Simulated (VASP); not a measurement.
SiNi, 4 atoms in the cell. Symmetry: Pmmn, No. 59, orthorhombic system. The conventional cell has a = 3.055 Å, b = 3.258 Å, c = 4.709 Å, α = 90.00°, β = 90.00°, γ = 90.00°. Within 3.1 Å of Si (site symmetry mm2) lie 6 Ni at 2.35 to 2.40 Å and 6 Si at 2.68 to 3.06 Å. Ni (site symmetry mm2) has 6 Si at 2.35 to 2.40 Å and 6 Ni at 2.68 to 3.06 Å within 3.1 Å. 

* Program: VASP 6.6.1
* Task: single point
* Functional: PBE
* Potentials or basis: VASP PAW PBE potentials, release 64 (Si, Ni)
* Cutoff: 520 eV
* k mesh: 11 × 11 × 8
* Occupations: gaussian, width 0.1 eV
* Spin: no spin polarisation
* Dipole correction: no
* Further INCAR settings: ALGO = Normal; EDIFF = 1e-06; NBANDS = 22

Potentials or basis: VASP PAW PBE potentials, release 64 (Si, Ni).

The run is started by

```bash
$ cat potpaw_PBE.64/Si/POTCAR potpaw_PBE.64/Ni/POTCAR > POTCAR
$ mpirun -np 1 vasp_std > vasp.out
```

Hardware: 1 thread of AMD EPYC 7R13, with other jobs on the host.

Q: Estimate the wall time of this run.

A: Run time: 5.7 min on 1 thread of AMD EPYC 7R13, on a shared host, peak memory 0.25 GiB. Counts: scf iterations 14, k points 180.
